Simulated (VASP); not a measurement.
The system is CuH8.

```
Cu H
1.0
     4.08120    0.00000    0.00000
     0.00000    4.08120    0.00000
     0.00000    0.00000    4.56778
Cu H
1 8
Direct
  0.00000 0.00000 0.00000
  0.39799 0.00000 0.00000
  0.60201 0.00000 0.00000
  0.00000 0.39799 0.00000
  0.00000 0.60201 0.00000
  0.28548 0.50000 0.50000
  0.71452 0.50000 0.50000
  0.50000 0.28548 0.50000
  0.50000 0.71452 0.50000
```

- Program: VASP 6.6.1
- Task: relaxation of cell and atoms
- Functional: PBE
- Potentials or basis: VASP PAW PBE potentials, release 64 (Cu, H)
- Cutoff: 600 eV
- k mesh: 10 × 10 × 8
- Occupations: gaussian, width 0.1 eV
- Spin: no spin polarisation

At the start: pressure -0.1 GPa; volume 8.45 Å³/atom.

How do energy, volume and symmetry change on relaxing?

Over 16 steps the energy falls by 2.2 meV/atom and the volume is 8.78 Å³/atom (+3.8 %); space group P4/mmm (No. 123, to 0.05 Å).

Step by step:
```tsv
step	energy change (eV)	largest force (eV/Å)	pressure (GPa)	volume (Å³)
1	0.0000	0.1323	-0.14	76.08
2	-0.0031	0.1123	0.14	76.00
3	-0.0031	0.0942	0.11	76.00
4	-0.0064	0.0771	0.08	76.02
5	-0.0127	0.0254	0.07	76.05
6	-0.0097	0.1105	0.10	76.09
7	-0.0138	0.0561	0.05	76.07
8	-0.0155	0.0337	0.31	76.14
9	-0.0158	0.0613	0.46	76.18
10	-0.0167	0.0411	0.43	76.51
11	-0.0167	0.0616	0.41	76.58
12	-0.0179	0.0451	0.31	77.11
13	-0.0189	0.0259	0.21	77.71
14	-0.0196	0.0121	0.08	78.93
15	-0.0196	0.0286	-0.03	79.07
16	-0.0196	0.0062	0.01	78.99
```

Final structure:
```cif
data_structure
_symmetry_space_group_name_H-M 'P 1'
_symmetry_Int_Tables_number 1
_cell_length_a 4.0381
_cell_length_b 4.0381
_cell_length_c 4.8441
_cell_angle_alpha 90.000
_cell_angle_beta 90.000
_cell_angle_gamma 90.000
_cell_volume 78.99
loop_
_atom_site_label
_atom_site_type_symbol
_atom_site_fract_x
_atom_site_fract_y
_atom_site_fract_z
_atom_site_occupancy
Cu1 Cu 0.00000 0.00000 0.00000 1
H1 H 0.39784 0.00000 0.00000 1
H2 H 0.60216 0.00000 0.00000 1
H3 H 0.00000 0.39784 0.00000 1
H4 H 0.00000 0.60216 0.00000 1
H5 H 0.27767 0.50000 0.50000 1
H6 H 0.72233 0.50000 0.50000 1
H7 H 0.50000 0.27767 0.50000 1
H8 H 0.50000 0.72233 0.50000 1
```
